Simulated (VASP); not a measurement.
A run of VASP 6.6.1:

INCAR

```
  PREC = Accurate
  ENCUT = 520
  EDIFF = 1E-6
  ISMEAR = 0
  SIGMA = 0.05
  LREAL = F
  LASPH = T
  NELM = 100
  ALGO = Normal
  ISIF = 2
  LWAVE = F
  LCHARG = F
  GGA = PS
  NBANDS = 18
```

KPOINTS

```
regular mesh
0
Gamma
  9 9 6
```

POSCAR

```
LiF
1.0
    2.9385022248      0.0000000000      0.0000000000
   -1.4692511124      2.5448175758      0.0000000000
    0.0000000000      0.0000000000      4.4227386044
Li F
2 2
Direct
    0.3333333333      0.6666666667      0.3811542600
    0.6666666667      0.3333333333      0.8811542600
    0.3333333333      0.6666666667      0.9938437400
    0.6666666667      0.3333333333      0.4938437400
```

Potentials or basis: VASP PAW PBE potentials, release 64 (Li_sv, F).

Command:

```console
$ cat potpaw_PBE.64/Li_sv/POTCAR potpaw_PBE.64/F/POTCAR > POTCAR
$ mpirun -np 1 vasp_std > vasp.out
```

Hardware: 1 thread of Intel Xeon 8259CL (shared host).

How long does it take, and how much memory?

Run time: 36 s on 1 thread of Intel Xeon 8259CL, on a shared host, peak memory 0.16 GiB. Counts: scf iterations 13, k points 48.
